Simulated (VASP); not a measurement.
Here is a VASP 6.6.1 calculation.

Contents of INCAR:

```
  PREC = Accurate
  ENCUT = 520
  EDIFF = 1E-6
  ISMEAR = 0
  SIGMA = 0.02
  LREAL = F
  LASPH = T
  NELM = 150
  ALGO = Normal
  ISIF = 2
  LWAVE = F
  LCHARG = F
  MAGMOM = 0 0 0 0 0 0 0 0 0
  LORBIT = 11
  LSORBIT = T
  GGA_COMPAT = F
  LORBMOM = T
  LMAXMIX = 4
  LDIPOL = T
  IDIPOL = 3
  DIPOL = 0.5 0.5 0.500
  GGA = PE
  IVDW = 12
  NBANDS = 35
```

Contents of KPOINTS:

```
Automatic mesh
0
Gamma
  9 9 1
```

File POSCAR:

```
PtSe2
1.0
    3.7069017943      0.0000000000      0.0000000000
   -1.8534508971      3.2102711232      0.0000000000
    0.0000000000      0.0000000000     31.1215005226
Se Pt
2 1
Direct
    0.6666666667      0.3333333333      0.4574342089
    0.3333333333      0.6666666667      0.5425657911
    0.0000000000      0.0000000000      0.5000000000
```

Potentials or basis: VASP PAW PBE potentials, release 64 (Se, Pt).

Command:

```bash
$ cat potpaw_PBE.64/Se/POTCAR potpaw_PBE.64/Pt/POTCAR > POTCAR
$ mpirun -np 1 vasp_ncl > vasp.out
```

(1) What does it give for the dispersion energy per atom?

(2) Estimate the largest force.

(3) Predict the net moment.

Answers

(1) -0.299 eV.

(2) 0.030 eV/Å.

(3) 0.00 μB per cell.
